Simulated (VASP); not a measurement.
A run of VASP 6.6.1 is set up as follows.

Contents of INCAR:

```
SYSTEM = V
ALGO     = Normal         ! electronic algorithm
EDIFF    = 1E-8           ! SCF threshold, eV
ENCUT    = 520            ! plane-wave cutoff, eV
GGA      = PE             ! functional
ISIF     = 2              ! what is computed and relaxed
ISMEAR   = -1             ! smearing method
ISPIN    = 2              ! spin polarisation
LASPH    = .TRUE.         ! aspherical terms in the spheres
LCHARG   = .FALSE.        ! write CHGCAR
LEFG     = .TRUE.       
LMAXMIX  = 4              ! l up to which the mixer works
LORBIT   = 11             ! projections on sites
LREAL    = .FALSE.        ! projectors in reciprocal space
LWAVE    = .FALSE.        ! write WAVECAR
MAGMOM   = 1.5            ! initial moments
NBANDS   = 16             ! bands
NELM     = 150            ! most SCF steps
PREC     = Accurate       ! precision mode
SIGMA    = 0.03           ! smearing width, eV
```

The input KPOINTS:

```
k-points
0
G
  19 19 19
  0 0 0
```

Contents of POSCAR:

```
V
1.0
   -1.5028453316      1.5028453316      1.5028453316
    1.5028453316     -1.5028453316      1.5028453316
    1.5028453316      1.5028453316     -1.5028453316
V
1
Direct
    0.0000000000      0.0000000000      0.0000000000
```

Potentials or basis: VASP PAW PBE potentials, release 64 (V_sv).

The run is started by

```bash
$ cat potpaw_PBE.64/V_sv/POTCAR > POTCAR
$ mpirun -np 1 vasp_std > vasp.out
```

Problem. Predict the pressure.

Solution. -1.5 GPa.

Problem. Predict the net moment.

Solution. 0.00 μB per cell.
